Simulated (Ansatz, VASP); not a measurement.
# Two plane-wave programs on Fe

Contents of INCAR:

```
ALGO = Normal
EDIFF = 1E-7
ENCUT = 520
GGA = PS
ISIF = 2
ISMEAR = -1
ISPIN = 2
LASPH = True
LCHARG = False
LMAXMIX = 4
LORBIT = 11
LREAL = False
LWAVE = False
MAGMOM = 2.263
NBANDS = 14
NELM = 150
PREC = Accurate
SIGMA = 0.05
```

File KPOINTS:

```
k-points
0
Gamma
  15 15 15
```

POSCAR

```
Fe
1.0
    2.2318958808      0.0000000000      0.0000000000
    0.0000000000      2.2318958808      0.0000000000
    0.0000000000      0.0000000000      2.2318958808
Fe
1
Direct
    0.0000000000      0.0000000000      0.0000000000
```

Input for Ansatz:

```yaml
crystal:
  lattice:
    - [2.2318958808, 0.0, 0.0]
    - [0.0, 2.2318958808, 0.0]
    - [0.0, 0.0, 2.2318958808]
  atoms:
    - { symbol: Fe, position: [0.0, 0.0, 0.0], spin: 2.263 }
hamiltonian:
  xc: pbesol
  pseudopotentials:
    kind: paw
    azcp:
      Fe: "pseudopotentials/Fe.paw.azcp"
basis:
  ecutwfc: 420
  fft_grid_basis: typed
kpoints:
  mp_grid: { grid: [15, 15, 15], shift: [0, 0, 0] }
magnetization:
  spin_polarized: true
scf:
  occupations: { method: fermi_dirac, width: 0.05 }
  lower_state_search: "off"
output:
  stress: true
  write_density: true
  write_potential: true
  elf: true
  volumetric_format: npy
```

Alike in both runs: task single point; functional PBEsol; k mesh 15 × 15 × 15; occupations fermi-dirac, width 0.05 eV; collinear spin.

|  | VASP | Ansatz |
| --- | --- | --- |
| version | VASP 6.6.1 | Ansatz 0.2.0 |
| potentials or method | VASP PAW PBE potentials, release 64 (Fe), cutoff 520 eV | plane waves (420 eV) with PAW, scalar-relativistic |
| valence electrons in the cell | 8 | 16 |

|  | VASP | Ansatz | Ansatz less VASP |
| --- | --- | --- | --- |
| pressure (GPa) | 21.4 | 21.7 | +0.30 |
| net moment per atom (μB) | 1.96 | 1.94 | -0.017 |
| size of the moment on the site where the two differ most (μB) | 1.94 | 1.89 | -0.041 |

VASP's potentials were made for PBE, not for PBEsol, and Ansatz warns of the same on its side. Site moments also hang on the region over which each program counts them. With one functional, cell and mesh, what is left measures potentials, basis and numerics. VASP's potentials hold 8 valence electrons a cell and Ansatz's 16, so a difference there can come from the potentials and not from the codes.
